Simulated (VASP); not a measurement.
# PtS2: relaxation of the atoms with PBE

Crystal: PtS2.

```
Pt S
1.0
     3.57659    0.00000    0.00000
    -1.78830    3.09742    0.00000
     0.00000    0.00000    6.17180
Pt S
1 2
Cartesian
  0.0000 0.0000 0.0000
  0.0000 2.0649 1.1662
  1.7883 1.0325 5.0056
```

```
Program                : VASP 6.6.1
Task                   : relaxation of the atoms
Functional             : PBE
Potentials or basis    : VASP PAW PBE potentials, release 64 (Pt, S)
Cutoff                 : 520 eV
k mesh                 : 9 × 9 × 4
Occupations            : gaussian, width 0.05 eV
Spin                   : no spin polarisation
Dipole correction      : no
Further INCAR settings : ALGO = Normal; EDIFF = 1e-07; IBRION = 2; EDIFFG = -0.01; NSW = 50
```

```yaml
Energy_gained_by_relaxing: 14.2 meV/atom
Ionic_steps: 3
Pressure_after_relaxing: -0.1 GPa
Band_gap_on_the_k_mesh: 1.46 eV
```

Forces on the atoms (eV/Å):
```
Pt   0.000  0.000  0.000
S    0.000  0.000 -0.003
S    0.000  0.000  0.003
```

Stress tensor (GPa, compression positive):
```
-0.16  0.00  0.00
 0.00 -0.16  0.00
 0.00  0.00  0.04
```

The path:
```csv
step,energy change (eV),largest force (eV/Å),pressure (GPa)
1,0.0000,0.7472,3.66
2,-0.0367,0.2749,1.29
3,-0.0426,0.0028,-0.09
```

Final structure:
```
Pt S
1.0
     3.57659    0.00000    0.00000
    -1.78830    3.09742    0.00000
     0.00000    0.00000    6.17180
Pt S
1 2
Direct
  0.00000 0.00000 0.00000
  0.33333 0.66667 0.19837
  0.66667 0.33333 0.80163
```

Levels at points of the mesh, in eV from the valence-band top:
| k point | band 9 | band 10 | band 11 | band 12 | band 13 | band 14 |
| --- | --- | --- | --- | --- | --- | --- |
| (0.00, 0.00, 0.00) | -0.46 | -0.46 | -0.32 | 2.98 | 2.98 | 5.38 |
| (0.00, 0.00, 0.50) | -0.78 | -0.48 | -0.48 | 3.04 | 3.04 | 5.87 |

Run time: 38 s on 1 thread of Intel(R) Xeon(R) 6975P-C (Granite Rapids), with other jobs on the host, peak memory 0.21 GiB.

Caveat: spin-orbit coupling is left out, which moves the levels of the heavy elements; this functional lacks dispersion, which binds layers or chains, so the pressure and a relaxed spacing across them are unreliable. A k mesh can miss the band edges.
